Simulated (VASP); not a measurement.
# BPd4: single point with PBE

The system is BPd4.

```
B Pd
1.0
    -2.65610    2.65610    2.65610
     2.65610   -2.65610    2.65610
     2.65610    2.65610   -2.65610
B Pd
1 4
Direct
  0.00000 0.00000 0.00000
  0.50000 0.50000 0.50000
  0.00000 0.00000 0.50000
  0.00000 0.50000 0.00000
  0.50000 0.00000 0.00000
```

The cell was built from a structure type or drawn by symmetry, and may not be a known phase.

| Item | Value |
| --- | --- |
| Program | VASP 6.6.1 |
| Task | single point |
| Functional | PBE |
| Potentials or basis | VASP PAW PBE potentials, release 64 (B, Pd) |
| Cutoff | 520 eV |
| k mesh | 4 × 4 × 4 |
| Occupations | gaussian, width 0.1 eV |
| Spin | no spin polarisation |
| Dipole correction | no |
| Further INCAR settings | ALGO = Normal; EDIFF = 1e-07; NBANDS = 30 |

```
Pressure               : -0.4 GPa
Band gap on the k mesh : zero (an odd number of electrons rules out a gap without spin polarisation)
```

Levels at points of the mesh, in eV from the Fermi level:
| k point | band 18 | band 19 | band 20 | band 21 | band 22 | band 23 | band 24 | band 25 |
| --- | --- | --- | --- | --- | --- | --- | --- | --- |
| (0.00, 0.00, 0.00) | -0.27 | -0.22 | -0.22 | -0.22 | 0.86 | 0.86 | 0.86 | 5.46 |
| (0.50, 0.00, 0.00) | -1.14 | -0.88 | -0.86 | -0.80 | -0.69 | 1.74 | 3.02 | 3.26 |
| (0.50, 0.50, 0.50) | 0.02 | 0.02 | 0.46 | 0.46 | 0.95 | 0.95 | 3.22 | 3.22 |

Wall time 34 s on 1 thread of Intel Xeon 8259CL, on a shared host, peak memory 0.21 GiB.

Caveat: the k points lie up to 0.42 Å⁻¹ apart, too coarse for converged energies and pressures of a metal.
